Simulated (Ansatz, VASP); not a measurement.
Two plane-wave programs on SnGeTe3

```xyz
5
Lattice="5.0481 0.0000 0.0000 -2.5240 4.3718 0.0000 0.0000 0.0000 7.5565" Properties=species:S:1:pos:R:3 pbc="T T T"
Sn    0.0000    0.0000    0.0000
Ge    0.0000    0.0000    3.7782
Te    2.5240    0.0000    0.0000
Te   -1.2620    2.1859    0.0000
Te    1.2620    2.1859    0.0000
```

Alike in both runs: task relaxation of cell and atoms; functional PBE; k mesh 6 × 6 × 2; occupations gaussian, width 0.1 eV; no spin polarisation.

|  | VASP | Ansatz |
| --- | --- | --- |
| version | VASP 6.6.1 | Ansatz 0.2.0 |
| potentials or method | VASP PAW PBE potentials, release 64 (Sn_d, Ge_d, Te), cutoff 600 eV | scalar-relativistic, plane waves, PAW |
| valence electrons in the cell | 46 | 76 |

```csv
,VASP,Ansatz,Ansatz less VASP
"gap on the k mesh at the Fermi level, each at its own relaxed structure (eV)",none,none,-
relaxed volume (Å³/atom),38.54,38.70,+0.166
relaxed length of the cell vector where the two differ most in proportion (Å),6.456,6.469,+0.0128
```

A gap of «none» marks a metal or a gap that the smearing closes. VASP's potentials hold 46 valence electrons a cell and Ansatz's 76, so a difference there can come from the potentials and not from the codes.

The k mesh is coarse, so the values compare programs but aren't converged. Spin-orbit coupling is off throughout. Noted on VASP's run: the volume moved by over 15 % at a fixed basis, so the end points are rough.
